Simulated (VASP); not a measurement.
# CaO (F-43m) in VASP: G0W0 quasiparticle levels with PBE

Aim: the G0W0 quasiparticle levels of CaO with PBE.

Everything below comes from runs of VASP 6.6.1. Logs are shortened: lines on timing, memory, paths and dates and some standing lists are left out, and cuts for length are marked.

## Step 1: The cell of the first run

The structure is cubic, space group F-43m (No. 216). The conventional cell has a = 5.213 Å, b = 5.213 Å, c = 5.213 Å, α = 90.00°, β = 90.00°, γ = 90.00°. Within 3.0 Å of Ca (site symmetry -43m) lie 4 O at 2.26 Å. O (site symmetry -43m) has 4 Ca at 2.26 Å within 3.0 Å.

## Step 2: G0W0 quasiparticle levels, PBE

Input file POSCAR:

```
CaO
1.0
    0.0000000000      2.6067317390      2.6067317390
    2.6067317390      0.0000000000      2.6067317390
    2.6067317390      2.6067317390      0.0000000000
Ca O
1 1
Direct
    0.0000000000      0.0000000000      0.0000000000
    0.2500000000      0.2500000000      0.2500000000
```

Input file INCAR.step1:

```
SYSTEM = CaO
PREC     = Accurate       ! precision mode
ENCUT    = 500            ! plane-wave cutoff, eV
EDIFF    = 1E-8           ! SCF threshold, eV
ISMEAR   = 0              ! smearing method
SIGMA    = 0.01           ! smearing width, eV
LREAL    = .FALSE.        ! projectors in reciprocal space
LASPH    = .TRUE.         ! aspherical terms in the spheres
NELM     = 100            ! most SCF steps
ALGO     = Normal         ! electronic algorithm
LWAVE    = .TRUE.         ! write WAVECAR
LCHARG   = .FALSE.        ! write CHGCAR
GGA      = PE             ! functional
```

Input file INCAR.step2:

```
SYSTEM = CaO
PREC     = Accurate       ! precision mode
ENCUT    = 500            ! plane-wave cutoff, eV
EDIFF    = 1E-8           ! SCF threshold, eV
ISMEAR   = 0              ! smearing method
SIGMA    = 0.01           ! smearing width, eV
LREAL    = .FALSE.        ! projectors in reciprocal space
LASPH    = .TRUE.         ! aspherical terms in the spheres
NELM     = 1              ! most SCF steps
ALGO     = Exact          ! electronic algorithm
LWAVE    = .TRUE.         ! write WAVECAR
LCHARG   = .FALSE.        ! write CHGCAR
GGA      = PE             ! functional
NBANDS   = 141            ! bands
LOPTICS  = .TRUE.         ! frequency-dependent dielectric function
ISTART   = 1
```

Input file INCAR.step3:

```
SYSTEM = CaO
PREC     = Accurate       ! precision mode
ENCUT    = 500            ! plane-wave cutoff, eV
EDIFF    = 1E-8           ! SCF threshold, eV
ISMEAR   = 0              ! smearing method
SIGMA    = 0.01           ! smearing width, eV
LREAL    = .FALSE.        ! projectors in reciprocal space
LASPH    = .TRUE.         ! aspherical terms in the spheres
ALGO     = EVGW0          ! electronic algorithm
LWAVE    = .FALSE.        ! write WAVECAR
LCHARG   = .FALSE.        ! write CHGCAR
GGA      = PE             ! functional
NELMGW   = 1            
NBANDS   = 141            ! bands
ENCUTGW  = 140.0          ! cutoff of the response function
NOMEGA   = 96             ! frequency points
PRECFOCK = Fast         
ISTART   = 1            
NBANDSGW = 16           
OMEGAMAX = 30
```

Input file KPOINTS:

```
Automatic mesh
0
G
  4 4 4
  0 0 0
```

Potentials or basis: VASP PAW PBE potentials, release 64 (Ca_sv_GW, O_GW).

Command:

```bash
$ cat potpaw_PBE.64/Ca_sv_GW/POTCAR potpaw_PBE.64/O_GW/POTCAR > POTCAR
$ cp INCAR.step1 INCAR
$ mpirun -np 1 vasp_std > vasp.out
$ cp INCAR.step2 INCAR
$ mpirun -np 1 vasp_std > vasp.out
$ cp INCAR.step3 INCAR
$ mpirun -np 1 vasp_std > vasp.out
```

OUTCAR:

```text
SYSTEM = CaO
   PREC = Accurate
   ENCUT = 500
   EDIFF = 1E-8
   ISMEAR = 0
   LREAL = .FALSE.
   LASPH = .TRUE.
   GGA = PE
   NELMGW = 1
   ENCUTGW = 140.0
   PRECFOCK = Fast
   ISTART = 1

 ion  position               nearest neighbor table
   1  0.000  0.000  0.000-   2 2.26   2 2.26   2 2.26   2 2.26
   2  0.250  0.250  0.250-   1 2.26   1 2.26   1 2.26   1 2.26

  LATTYP: Found a face centered cubic cell.
 ALAT       =     5.2134634780

  Lattice vectors:

 A1 = (   0.0000000000,   2.6067317390,   2.6067317390)
 A2 = (   2.6067317390,   0.0000000000,   2.6067317390)
 A3 = (   2.6067317390,   2.6067317390,   0.0000000000)

Analysis of symmetry for initial positions (statically):
=====================================================================
 Subroutine PRICEL returns:
 Original cell was already a primitive cell.

 Routine SETGRP: Setting up the symmetry group for a
 face centered cubic supercell.

 Subroutine GETGRP returns: Found 24 space group operations
 (whereof 24 operations were pure point group operations)
 out of a pool of 48 trial point group operations.

The static configuration has the point symmetry T_d .

Analysis of symmetry for dynamics (positions and initial velocities):
=====================================================================
 Subroutine PRICEL returns:
 Original cell was already a primitive cell.

 Routine SETGRP: Setting up the symmetry group for a
 face centered cubic supercell.

 Subroutine GETGRP returns: Found 24 space group operations
 (whereof 24 operations were pure point group operations)
 out of a pool of 48 trial point group operations.

The dynamic configuration has the point symmetry T_d .

 Subroutine INISYM returns: Found 24 space group operations
 (whereof 24 operations are pure point group operations),
 and found     1 'primitive' translations

----------------------------------------------------------------------------------------

                                     Primitive cell

  volume of cell :      35.4257

  direct lattice vectors                    reciprocal lattice vectors
     0.000000000  2.606731739  2.606731739    -0.191811068  0.191811068  0.191811068
     2.606731739  0.000000000  2.606731739     0.191811068 -0.191811068  0.191811068
     2.606731739  2.606731739  0.000000000     0.191811068  0.191811068 -0.191811068

  length of vectors
     3.686475379  3.686475379  3.686475379     0.332226516  0.332226516  0.332226516

  position of ions in fractional coordinates (direct lattice)
     0.000000000  0.000000000  0.000000000
     0.250000000  0.250000000  0.250000000

  ion indices of the primitive-cell ions
   primitive index   ion index
                 1           1
                 2           2

----------------------------------------------------------------------------------------

 KPOINTS: Automatic mesh

Automatic generation of k-mesh.
 Grid dimensions read from file:
 generate k-points for:    4    4    4

 Generating k-lattice:

  Cartesian coordinates                     Fractional coordinates (reciprocal lattice)
    -0.047952767  0.047952767  0.047952767     0.250000000  0.000000000  0.000000000
     0.047952767 -0.047952767  0.047952767     0.000000000  0.250000000  0.000000000
     0.047952767  0.047952767 -0.047952767     0.000000000  0.000000000  0.250000000

  Length of vectors
     0.083056629  0.083056629  0.083056629

  Shift w.r.t. Gamma in fractional coordinates (k-lattice)
     0.000000000  0.000000000  0.000000000

 Subroutine IBZKPT returns following result:
 ===========================================

 Found      8 irreducible k-points:

 Following reciprocal coordinates:
            Coordinates               Weight
  0.000000  0.000000  0.000000      1.000000
  0.250000  0.000000  0.000000      8.000000
  0.500000  0.000000  0.000000      4.000000
  0.250000  0.250000  0.000000      6.000000
  0.500000  0.250000  0.000000     24.000000
 -0.250000  0.250000  0.000000     12.000000
  0.500000  0.500000  0.000000      3.000000
 -0.250000  0.500000  0.250000      6.000000
   k-points           NKPTS =      8   k-points in BZ     NKDIM =     64   number of bands    NBANDS=    141
   number of dos      NEDOS =    301   number of ions     NIONS =      2
   total plane-waves  NPLWV =  21952
   dimension x,y,z NGX =    28 NGY =   28 NGZ =   28
   dimension x,y,z NGXF=    56 NGYF=   56 NGZF=   56
   ions per type =               1   1
   NGX,Y,Z   is equivalent  to a cutoff of  12.63, 12.63, 12.63 a.u.
   NGXF,Y,Z  is equivalent  to a cutoff of  25.25, 25.25, 25.25 a.u.
 SYSTEM =  CaO
   PREC   = accura    normal or accurate (medium, high low for compatibility)
   ISTART =      1    job   : 0-new  1-cont  2-samecut
   ICHARG =      0    charge: 1-file 2-atom 10-const
   ISPIN  =      1    spin polarized calculation?
   LNONCOLLINEAR =      F non collinear calculations
   LSORBIT =      F    spin-orbit coupling
   LASPH  =      T    aspherical Exc in radial PAW
   ENCUT  =  500.0 eV  36.75 Ry    6.06 a.u.   6.72  6.72  6.72*2*pi/ulx,y,z
   NELM   =     60;   NELMIN=  2; NELMDL=  0     # of ELM steps
   EDIFF  = 0.1E-07   stopping-criterion for ELM
   LREAL  =      F    real-space projection
   EDIFFG = 0.1E-06   stopping-criterion for IOM
   NSW    =      0    number of steps for IOM
   IBRION =     -1    ionic relax: 0-MD 1-quasi-New 2-CG
   NFREE  =      0    steps in history (QN), initial steepest desc. (CG)
   ISIF   =      0    stress and relaxation
   ISYM   =      3    0-nonsym 1-usesym 2-fastsym
   POTIM  = 0.5000    time-step for ionic-motion
   TEBEG  =    0.0;   TEEND  =   0.0 temperature during run
   PSTRESS=    0.0 pullay stress
   NELECT =      16.0000    total number of electrons
   NUPDOWN=      -1.0000    fix difference up-down
   EMIN   =  10.00;   EMAX   =-10.00  energy-range for DOS
   EFERMI =   0.00;   METHOD = LEGACY
   ISMEAR =     0;   SIGMA  =   0.01  broadening in eV -4-tet -1-fermi 0-gaus
   EFERMI_NEDOS =   21; number of points for ismear=-14 and -15
   IALGO  =     38    algorithm
   IMIX   =      4    mixing-type and parameters
     AMIX     =   0.40;   BMIX     =  1.00
     AMIX_MAG =   1.60;   BMIX_MAG =  1.00
  volume/ion in A,a.u.               =      17.71       119.53
  Fermi-wavevector in a.u.,A,eV,Ry     =   1.256055  2.373599 21.465543  1.577673
  Thomas-Fermi vector in A             =   2.389781
   LORBIT       =      0    0 simple, 1 ext, 2 COOP (PROOUT), +10 PAW based schemes
   GGA     = PE    functional components
   LHFCALC =     T    Hartree Fock is set to
   PRECFOCK=fast      Normal, Fast or Accurate (Low or Medium for compatibility)
   ENCUT4O =  -1.0   cutoff for four orbital integrals eV
   NKREDX  =     1    reduce k-point grid by
   NKREDY  =     1    reduce k-point grid by
   NKREDZ  =     1    reduce k-point grid by
   AEXX    =    1.0000 exact exchange contribution
   HFSCREEN=    0.0000 screening length (either q_TF or 0.3 A-1)
   HFSCREENC=   0.0000 screening length for correlation (either q_TF or 0.3 A-1)
   ENCUTFOCK=  -1.0 apply spherical cutoff to Coloumb kernel
   IVDW    =     0    specifies the selected vdW correction
   LEPSILON=     F    determine dielectric tensor
   LRPA    =     F    only Hartree local field effects (RPA)
   LRPAFORCE           =     F    calculate RPA forces
   ENCUTGW             = 140.0    cutoff for response function in eV
   ENCUTGWSOFT         = 112.0    soft cutoff for Coulomb kernel in GW response function in eV
   ENCUTLF             =  -1.0    cutoff for local field effects
   NELMGW              =     1    number of iterations in solving QP/BSE equation
   NELMHF              =     1    number of iterations in the inner HF iteration
   NKREDLFX            =     1    NKREDLFY  =   1   NKREDLFZ  =   1
 non-spin polarized calculation
 Gauss-broadening in eV      SIGMA  =   0.01
  energy-cutoff  :      500.00
  volume of cell :       35.43
 maximum number of plane-waves:       934
 NGX is ok and might be reduce to    28
  NGX = 16; NGY = 16; NGZ = 16
   NGX = 13   NGY = 13   NGZ = 13
 maximum number of plane-waves:       144

 QP shifts <psi_nk| G(iteration)W_0 |psi_nk>: iteration 1
 for sc-GW calculations column KS-energies equals QP-energies in previous step
 and V_xc(KS)=  KS-energies - (<T + V_ion + V_H > + <T+V_H+V_ion>^1  + <V_x>^1)

 k-point   1 :       0.0000    0.0000    0.0000
  band No.  KS-energies  QP-energies   sigma(KS)   V_xc(KS)     V^pw_x(r,r')   Z            occupation Imag(sigma)

      1     -34.8877     -36.4847     -23.2695     -20.6903     -34.4662       0.6192       2.0000       0.7602
      2     -15.8279     -18.1764     -23.2079     -20.0421     -28.0127       0.7418       2.0000       0.2089
      3     -15.8279     -18.1764     -23.2079     -20.0421     -28.0127       0.7418       2.0000       0.2089
      4     -15.8279     -18.1764     -23.2079     -20.0421     -28.0127       0.7418       2.0000       0.2089
      5     -12.5247     -14.1942     -22.0576     -19.4609     -30.8867       0.6429       2.0000       0.7208
      6       1.6425       0.6735     -19.0716     -17.7245     -23.0762       0.7193       2.0000       0.1290
[... 8 lines left out ...]
     15      18.7985      19.5740      -7.5655      -8.5057      -2.9533       0.8248       0.0000      -0.4954
     16      18.7985      19.5740      -7.5655      -8.5057      -2.9533       0.8248       0.0000      -0.4954

 k-point   2 :       0.2500    0.0000    0.0000
  band No.  KS-energies  QP-energies   sigma(KS)   V_xc(KS)     V^pw_x(r,r')   Z            occupation Imag(sigma)

      1     -34.8653     -36.4567     -23.2778     -20.7161     -34.4836       0.6212       2.0000       0.7561
      2     -16.2068     -18.3968     -22.6525     -19.5932     -28.0381       0.7159       2.0000       0.3116
      3     -15.8548     -18.2065     -23.1833     -20.0097     -27.9975       0.7410       2.0000       0.2200
      4     -15.8548     -18.2065     -23.1833     -20.0097     -27.9975       0.7410       2.0000       0.2200
      5     -12.1623     -13.9174     -22.5687     -19.9209     -30.8889       0.6628       2.0000       0.6696
      6       1.2595       0.1359     -17.7297     -16.1825     -21.5138       0.7262       2.0000       0.1311
[... 8 lines left out ...]
     15      15.1764      16.1113      -8.1171      -9.2617      -3.6015       0.8168       0.0000      -0.3702
     16      19.5227      20.5561      -8.3165      -9.5986      -3.4728       0.8061       0.0000      -0.5681

 k-point   3 :       0.5000    0.0000    0.0000
  band No.  KS-energies  QP-energies   sigma(KS)   V_xc(KS)     V^pw_x(r,r')   Z            occupation Imag(sigma)

      1     -34.8426     -36.4338     -23.2867     -20.7422     -34.5012       0.6253       2.0000       0.7519
      2     -16.5206     -18.6336     -22.2802     -19.2860     -28.0289       0.7057       2.0000       0.3868
      3     -15.8811     -18.2387     -23.1588     -19.9777     -27.9819       0.7411       2.0000       0.2307
      4     -15.8811     -18.2387     -23.1588     -19.9777     -27.9819       0.7411       2.0000       0.2307
      5     -11.8819     -13.6618     -22.8647     -20.1919     -30.8885       0.6659       2.0000       0.6506
      6       1.2670       0.0428     -17.7753     -16.0920     -21.6457       0.7273       2.0000       0.1315
[... 74 lines left out ...]
      1     -34.8281     -36.4228     -23.2928     -20.7591     -34.5129       0.6294       2.0000       0.7491
      2     -16.5928     -18.6179     -22.1795     -19.2702     -28.1291       0.6961       2.0000       0.3925
      3     -15.9655     -18.3356     -23.0670     -19.8631     -27.9171       0.7397       2.0000       0.2610
      4     -15.9655     -18.3356     -23.0670     -19.8631     -27.9171       0.7397       2.0000       0.2610
      5     -11.6865     -13.5073     -23.0891     -20.4096     -30.9119       0.6796       2.0000       0.6234
      6       0.8415      -0.3515     -17.2766     -15.6253     -21.1678       0.7225       2.0000       0.1458
[... 8 lines left out ...]
     15      15.6382      17.2544     -10.9830     -13.0971      -5.8033       0.7645       0.0000      -0.4204
     16      17.7154      18.8653      -9.7222     -11.1474      -4.8102       0.8069       0.0000      -0.6000

 k-point   8 :      -0.2500    0.5000    0.2500
  band No.  KS-energies  QP-energies   sigma(KS)   V_xc(KS)     V^pw_x(r,r')   Z            occupation Imag(sigma)

      1     -34.8278     -36.4247     -23.2919     -20.7591     -34.5128       0.6305       2.0000       0.7495
      2     -16.5258     -18.5478     -22.2737     -19.3693     -28.2366       0.6962       2.0000       0.3912
      3     -16.0456     -18.4084     -22.9375     -19.7298     -27.7986       0.7366       2.0000       0.2635
      4     -15.9696     -18.3422     -23.0590     -19.8513     -27.9100       0.7397       2.0000       0.2652
      5     -11.6716     -13.4957     -23.1283     -20.4461     -30.9301       0.6801       2.0000       0.6207
      6       1.4168       0.2722     -18.1178     -16.5482     -21.9922       0.7292       2.0000       0.1291
[... 8 lines left out ...]
     15      15.5558      17.7808     -12.6914     -15.6787      -7.5178       0.7448       0.0000      -0.3861
     16      15.6310      17.4484     -10.9634     -13.3493      -5.7402       0.7617       0.0000      -0.4288
```

Run time: 3.3 min. Hardware: 1 thread of Intel Xeon 8259CL, shared host; peak memory 0.36 GiB.

Results:

- Quasiparticle gap: 4.71 eV
- Least direct quasiparticle gap: 5.29 eV
- Band gap of the starting levels on the mesh: 3.35 eV
- Least direct gap of the starting levels on the mesh: 3.96 eV

Caveat: the k points lie up to 0.52 Å⁻¹ apart; bands, screening cutoff and mesh are small and nothing is extrapolated, so the quasiparticle values aren't converged; the structure was generated, so it needn't be the stable form of CaO.
